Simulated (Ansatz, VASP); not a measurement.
Se in VASP and in Ansatz

```
Se
1.0
     3.97589    0.00000    0.00000
    -1.98795    3.44322    0.00000
     0.00000    0.00000    4.90864
Se
3
Direct
  0.26108 0.00000 0.33333
  0.00000 0.26108 0.66667
  0.73892 0.73892 0.00000
```

Alike in both runs: task single point; functional PBEsol; dispersion D3(BJ); k mesh 12 × 12 × 8; occupations gaussian, width 0.03 eV; no spin polarisation.

```csv
,VASP,Ansatz
version,VASP 6.6.1,Ansatz 0.2.0
potentials or method,"VASP PAW PBE potentials, release 64 (Se), cutoff 520 eV","scalar-relativistic, plane waves, PAW"
valence electrons in the cell,18,48
```

|  | VASP | Ansatz | Ansatz less VASP |
| --- | --- | --- | --- |
| gap on the k mesh at the Fermi level (eV) | 0.30 | 0.31 | +0.001 |
| least direct gap on the mesh (eV) | 0.69 | 0.70 | +0.008 |
| pressure (GPa) | 1.7 | 1.5 | -0.21 |
| traceless stress, the component that is largest in VASP (GPa) | 2.26 | 2.20 | -0.068 |
| rms of the force components (eV/Å) | 0.043 | 0.025 | -0.0189 |

VASP's potentials were made for PBE, not for PBEsol. Atom by atom the forces differ by 0.019 eV/Å (rms over components). VASP's potentials hold 18 valence electrons a cell and Ansatz's 48, so a difference there can come from the potentials and not from the codes.
